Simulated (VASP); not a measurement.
A run of VASP 6.6.1 is set up as follows.

POSCAR

```
As2Se
1.0
   -3.4933808724      3.4933808724      2.6189713998
    3.4933808724     -3.4933808724      2.6189713998
    3.4933808724      3.4933808724     -2.6189713998
As Se
4 2
Direct
    0.8750000000      0.1250000000      0.7500000000
    0.3750000000      0.1250000000      0.2500000000
    0.8750000000      0.6250000000      0.7500000000
    0.8750000000      0.1250000000      0.2500000000
    0.5000000000      0.5000000000      0.0000000000
    0.2500000000      0.7500000000      0.5000000000
```

The input INCAR.step1:

```
SYSTEM = As2Se
  PREC = Accurate
  ENCUT = 520
  ISMEAR = 0
  SIGMA = 0.1
  LREAL = .False.
  LASPH = .True.
  NELM = 80
  NBANDS = 25
  GGA = PE
  ALGO = Normal
  EDIFF = 1E-4
  LWAVE = .True.
  LCHARG = .False.
```

The input INCAR.step2:

```
SYSTEM = As2Se
  PREC = Accurate
  ENCUT = 520
  EDIFF = 1E-7
  ISMEAR = 0
  SIGMA = 0.1
  LREAL = .False.
  LASPH = .True.
  NELM = 80
  ALGO = Normal
  ISIF = 2
  LWAVE = .False.
  LCHARG = .False.
  METAGGA = R2SCAN
  LMIXTAU = .True.
  LUSE_VDW = .True.
  IVDW_NL = 2
  BPARAM = 11.95
  CPARAM = 0.0093
  NBANDS = 25
  ISTART = 1
```

Contents of KPOINTS:

```
Automatic mesh
0
Gamma
  8 8 8
  0 0 0
```

Potentials or basis: VASP PAW PBE potentials, release 64 (As, Se).

The run is started by

```console
$ cat potpaw_PBE.64/As/POTCAR potpaw_PBE.64/Se/POTCAR > POTCAR
$ cp INCAR.step1 INCAR
$ mpirun -np 1 vasp_std > vasp.out
$ cp INCAR.step2 INCAR
$ mpirun -np 1 vasp_std > vasp.out
```

(1) Predict the band gap on the k mesh.

(2) Estimate the pressure.

## Answers

(1) zero (band 16 reaches 5.29 eV, above the bottom of band 17 at 4.79 eV).

(2) 0.2 GPa.

Caveat: the PAW data sets were made with another functional, which shifts forces and pressure a little.
